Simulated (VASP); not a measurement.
Runs of VASP 6.6.1 on Mg2Sn. It takes space group Fm-3m (No. 225, cubic). Conventional cell: a = 6.760 Å, b = 6.760 Å, c = 6.760 Å, α = 90.00°, β = 90.00°, γ = 90.00°. Sn (site symmetry m-3m) has 8 Mg at 2.93 Å within 3.9 Å. Mg (site symmetry -43m) has 4 Sn at 2.93 Å and 6 Mg at 3.38 Å within 3.9 Å. 

```tsv
level	cutoff (eV)	grid for exact exchange (PRECFOCK)	share of exact exchange	screening parameter	gap on the mesh (eV)	pressure (GPa)
PBE-based global hybrid with 5 % exact exchange	520	Normal	0.05	-	none	(a)
HSE06	520	Normal	0.25	0.2079 1/Å	-	-0.1
PBE-based screened hybrid with 100 % exact exchange	520	Normal	1	0.2078 1/Å	1.53	-2.2
PBEsol	600	-	-	-	none	-0.1
```

Alike in all rows: task single point; potentials or basis VASP PAW PBE potentials, release 64 (Sn_d, Mg); no spin polarisation; cell as given; k mesh 4 × 4 × 4; smearing fermi-dirac 0.02 eV.

**Question.** Fill in the values left out.

**Answer.** (a) 0.8.

Caveats: some runs use coarse meshes; the PAW data sets were made with another functional, which shifts forces and pressure a little; spin-orbit coupling is left out, which moves the levels of the heavy elements.

A k mesh can miss the band edges, and the runs leave out spin-orbit coupling on Sn.

A gap of «none» marks levels without a gap at the run's occupations.
